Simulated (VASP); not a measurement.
Set up this calculation in VASP 6.6.1, as the native input.

| Property | Result |
| --- | --- |
| Task | single point |
| Functional | PBE |
| Potentials or basis | VASP PAW PBE potentials, release 64 (Bi_d, Se) |
| Cutoff | 520 eV |
| k mesh | 6 × 6 × 6 |
| Occupations | fermi-dirac, width 0.05 eV |
| Spin | no spin polarisation |
| Dipole correction | no |
| Further INCAR settings | ALGO = Normal; EDIFF = 1e-06; NBANDS = 32 |

The structure of Bi2Se3 lies in POSCAR:

```
Bi2Se3
1.0
    2.0715000000      1.1959810826      9.5453333333
   -2.0715000000      1.1959810826      9.5453333333
    0.0000000000     -2.3919621653      9.5453333333
Bi Se
2 3
Direct
    0.5992000000      0.5992000000      0.5992000000
    0.4008000000      0.4008000000      0.4008000000
    0.7883000000      0.7883000000      0.7883000000
    0.2117000000      0.2117000000      0.2117000000
    0.0000000000      0.0000000000      0.0000000000
```

The input as run:

INCAR

```
PREC = Accurate
ENCUT = 520
EDIFF = 1E-6
ISMEAR = -1
SIGMA = 0.05
LREAL = False
LASPH = True
NELM = 100
ALGO = Normal
ISIF = 2
LWAVE = False
LCHARG = False
GGA = PE
NBANDS = 32
```

KPOINTS

```
regular mesh
0
Gamma
  6 6 6
```

Potentials or basis: VASP PAW PBE potentials, release 64 (Bi_d, Se).

Launch:

```sh
$ cat potpaw_PBE.64/Bi_d/POTCAR potpaw_PBE.64/Se/POTCAR > POTCAR
$ mpirun -np 1 vasp_std > vasp.out
```

It gave:

```yaml
Pressure: 2.5 GPa
Largest_force: 0.192 eV/Å
Band_gap_on_the_k_mesh: 0.22 eV
```

Caveat: spin-orbit coupling is left out, which moves the levels of the heavy elements.

Run time: 26 min on 1 thread of Intel Xeon 8259CL, with other jobs on the host, peak memory 0.92 GiB.
